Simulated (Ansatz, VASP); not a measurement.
Mg2Ge3N in VASP and in Ansatz

INCAR

```
SYSTEM = Mg2Ge3N
ALGO = Normal
EDIFF = 1E-6
ENCUT = 520
GGA = PE
ISIF = 2
ISMEAR = 0
LASPH = .True.
LCHARG = .False.
LREAL = .False.
LWAVE = .False.
NBANDS = 34
NELM = 60
PREC = Accurate
SIGMA = 0.1
```

The input KPOINTS:

```
k-points
0
Gamma
  6 6 4
  0 0 0
```

POSCAR

```
Mg2Ge3N
1.0
    5.0332613600      0.0000000000      0.0000000000
   -2.5166306800      4.3589322000      0.0000000000
    0.0000000000      0.0000000000      4.4559198600
Mg Ge N
2 3 1
Direct
    0.3333333300      0.6666666700      0.0000000000
    0.6666666700      0.3333333300      0.0000000000
    0.3333333300      0.6666666700      0.5000000000
    0.6666666700      0.3333333300      0.5000000000
    0.0000000000      0.0000000000      0.0000000000
    0.0000000000      0.0000000000      0.5000000000
```

Input for Ansatz:

```yaml
crystal:
  lattice:
    - [5.03326136, 0.0, 0.0]
    - [-2.51663068, 4.3589322, 0.0]
    - [0.0, 0.0, 4.45591986]
  atoms:
    - { symbol: Mg, position: [0.33333333, 0.66666667, 0.0] }
    - { symbol: Mg, position: [0.66666667, 0.33333333, 0.0] }
    - { symbol: Ge, position: [0.33333333, 0.66666667, 0.5] }
    - { symbol: Ge, position: [0.66666667, 0.33333333, 0.5] }
    - { symbol: Ge, position: [0.0, 0.0, 0.0] }
    - { symbol: "N", position: [0.0, 0.0, 0.5] }
basis:
  ecutwfc: 420
kpoints:
  mp_grid: { grid: [6, 6, 4] }
hamiltonian:
  xc: pbe
scf:
  occupations: { method: gaussian, width: 0.1 }
  lower_state_search: "off"
output:
  forces: true
  stress: true
  eigenvalues: true
```

Alike in both runs: task single point; functional PBE; k mesh 6 × 6 × 4; occupations gaussian, width 0.1 eV; no spin polarisation.

```csv
,VASP,Ansatz
version,VASP 6.6.1,Ansatz 0.2.0
potentials or method,"VASP PAW PBE potentials, release 64 (Mg, Ge_d, N), cutoff 520 eV","scalar-relativistic, plane waves, PAW"
valence electrons in the cell,51,67
```

Ansatz gave:

```
gap on the k mesh at the Fermi level (eV)                     : none
pressure (GPa)                                                : 15.4
traceless stress, the component that is largest in VASP (GPa) : 28.92
```

Task: Estimate VASP's values.

Result: gap on the k mesh at the Fermi level (eV): none; pressure (GPa): 15.5; traceless stress, the component that is largest in VASP (GPa): 29.19.

A gap of «none» marks a metal or a gap that the smearing closes. The functional is the same, so the differences come from potentials, cutoffs and numerics. VASP's potentials hold 51 valence electrons a cell and Ansatz's 67, so a difference there can come from the potentials and not from the codes.
